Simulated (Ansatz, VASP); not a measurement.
## One calculation of Au, two programs

Contents of POSCAR:

```
Au
1.0
    2.8180352590      0.0000000000      0.0000000000
   -1.4090176295      2.4404901231      0.0000000000
    0.0000000000      0.0000000000      5.1079514800
Au
2
Direct
    0.3333333333      0.6666666667      0.7500000000
    0.6666666667      0.3333333333      0.2500000000
```

File INCAR.step1:

```
PREC = Accurate
ENCUT = 520
ISMEAR = 0
SIGMA = 0.15
LREAL = False
LASPH = True
NELM = 80
NBANDS = 18
GGA = PE
ALGO = Normal
EDIFF = 1E-4
LWAVE = True
LCHARG = False
```

Contents of INCAR.step2:

```
PREC = Accurate
ENCUT = 520
EDIFF = 1E-6
ISMEAR = 0
SIGMA = 0.15
LREAL = False
LASPH = True
NELM = 80
ALGO = Normal
ISIF = 2
LWAVE = False
LCHARG = True
METAGGA = R2SCAN
LMIXTAU = True
LELF = True
LVHAR = True
NBANDS = 18
ISTART = 1
```

File KPOINTS:

```
Automatic mesh
0
Gamma
  24 24 12
```

Input for Ansatz:

```yaml
crystal:
  lattice:
    - [2.818035259, 0.0, 0.0]
    - [-1.4090176295, 2.4404901231, 0.0]
    - [0.0, 0.0, 5.10795148]
  atoms:
    - { symbol: Au, position: [0.3333333333, 0.6666666667, 0.75] }
    - { symbol: Au, position: [0.6666666667, 0.3333333333, 0.25] }
basis:
  ecutwfc: 500
kpoints:
  mp_grid: { grid: [24, 24, 12] }
hamiltonian:
  xc: r2scan
scf:
  occupations: { method: gaussian, width: 0.15 }
output:
  forces: true
  stress: true
  eigenvalues: true
```

Change from the starting cell: strain -0.025 along x and y, +0.050 along z, atoms carried along.

Alike in both runs: task single point; functional r2SCAN; k mesh 24 × 24 × 12; occupations gaussian, width 0.15 eV; no spin polarisation.

|  | VASP | Ansatz |
| --- | --- | --- |
| version | VASP 6.6.1 | Ansatz 0.2.0 |
| potentials or method | VASP PAW PBE potentials, release 64 (Au), cutoff 520 eV | scalar-relativistic, plane waves, PAW |
| valence electrons in the cell | 22 | 38 |

Ansatz gave:

* gap on the k mesh at the Fermi level (eV): none
* pressure (GPa): 1.7
* traceless stress, the component that is largest in VASP (GPa): -3.74

Problem. What did VASP give for the same quantities?

Solution. gap on the k mesh at the Fermi level (eV): none; pressure (GPa): 2.0; traceless stress, the component that is largest in VASP (GPa): -3.87.

VASP's potentials were made for PBE, not for r2SCAN. A gap of «none» marks a metal or a gap that the smearing closes. VASP's potentials hold 22 valence electrons a cell and Ansatz's 38, so a difference there can come from the potentials and not from the codes.

Neither program's run includes spin-orbit coupling.
